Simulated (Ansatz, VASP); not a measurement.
# ZnS: VASP beside Ansatz

POSCAR

```
ZnS
1.0
    3.8054280271      0.0000000000      0.0000000000
   -1.9027140135      3.2955973437      0.0000000000
    0.0000000000      0.0000000000      6.2440175078
Zn S
2 2
Direct
    0.3333333333      0.6666666667      0.0053397641
    0.6666666667      0.3333333333      0.5053397641
    0.3333333333      0.6666666667      0.3796602359
    0.6666666667      0.3333333333      0.8796602359
```

The input INCAR.step1:

```
SYSTEM = ZnS
ALGO = Normal
EDIFF = 1E-5
ENCUT = 550
GGA = PE
GGA_COMPAT = .False.
ISMEAR = 0
LASPH = .True.
LCHARG = .False.
LREAL = .False.
LWAVE = .True.
NBANDS = 26
NELM = 120
PREC = Accurate
SIGMA = 0.01
```

File INCAR.step2:

```
SYSTEM = ZnS
ALGO = Normal
EDIFF = 1E-6
ENCUT = 550
GGA_COMPAT = .False.
ISIF = 2
ISMEAR = 0
ISTART = 1
LASPH = .True.
LCHARG = .True.
LELF = .True.
LMIXTAU = .True.
LREAL = .False.
LVHAR = .True.
LWAVE = .False.
METAGGA = R2SCAN
NBANDS = 26
NELM = 120
PREC = Accurate
SIGMA = 0.01
```

The input KPOINTS:

```
k-points
0
Gamma
  6 6 4
  0 0 0
```

Input for Ansatz:

```yaml
crystal:
  lattice:
    - [3.8054280271, 0.0, 0.0]
    - [-1.9027140135, 3.2955973437, 0.0]
    - [0.0, 0.0, 6.2440175078]
  atoms:
    - { symbol: Zn, position: [0.3333333333, 0.6666666667, 0.0053397641] }
    - { symbol: Zn, position: [0.6666666667, 0.3333333333, 0.5053397641] }
    - { symbol: S, position: [0.3333333333, 0.6666666667, 0.3796602359] }
    - { symbol: S, position: [0.6666666667, 0.3333333333, 0.8796602359] }
kpoints:
  mp_grid: { grid: [6, 6, 4] }
hamiltonian:
  xc: r2scan
scf:
  occupations: { method: fixed }
  n_extra_bands: 5
output:
  forces: true
  stress: true
  eigenvalues: true
```

Alike in both runs: task single point; functional r2SCAN; k mesh 6 × 6 × 4; no spin polarisation.

```csv
,VASP,Ansatz
version,VASP 6.6.1,Ansatz 0.2.0
potentials or method,"VASP PAW PBE potentials, release 64 (Zn, S)","plane waves, PAW"
plane-wave cutoff (eV),550,500
occupations,"gaussian, width 0.01 eV",fixed
valence electrons in the cell,36,36
```

```csv
,VASP,Ansatz,Ansatz less VASP
gap on the k mesh at the Fermi level (eV),2.79,2.78,-0.010
pressure (GPa),0.1,0.1,-0.05
rms of the force components (eV/Å),0.009,0.002,-0.0066
```

VASP's potentials were made for PBE, not for r2SCAN. Atom by atom the forces differ by 0.007 eV/Å (rms over components).
